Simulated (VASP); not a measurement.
Here is a VASP 6.6.1 calculation.

File INCAR:

```
ALGO = Normal
EDIFF = 1E-6
EDIFFG = -0.04
ENCUT = 600
GGA = PE
IBRION = 2
ISIF = 3
ISMEAR = 0
LASPH = T
LCHARG = F
LREAL = F
LWAVE = F
NELM = 100
NSW = 90
PREC = Accurate
SIGMA = 0.1
```

File KPOINTS:

```
k-points
0
Gamma
  6 6 4
```

POSCAR

```
Li2Bi
1.0
    3.4608294800      0.0000000000      0.0000000000
   -1.7304147400      2.9971662500      0.0000000000
    0.0000000000      0.0000000000      7.4406609500
Li Bi
2 1
Direct
    0.3333333300      0.6666666700      0.3423969500
    0.6666666700      0.3333333300      0.6576030500
    0.0000000000      0.0000000000      0.0000000000
```

Potentials or basis: VASP PAW PBE potentials, release 64 (Li_sv, Bi_d).

Launch:

```sh
$ cat potpaw_PBE.64/Li_sv/POTCAR potpaw_PBE.64/Bi_d/POTCAR > POTCAR
$ mpirun -np 1 vasp_std > vasp.out
```

What does it give for the band gap on the k mesh?

Zero (an odd number of electrons rules out a gap without spin polarisation).

Predict the space group after relaxing (to 0.1 Å).

P-3m1 (No. 164).

Forces in eV/Å, atoms in the order of the input:
```
Li   0.000  0.000  0.013
Li   0.000  0.000 -0.013
Bi   0.000  0.000  0.000
```

Caveat: spin-orbit coupling is left out, which moves the levels of the heavy elements.
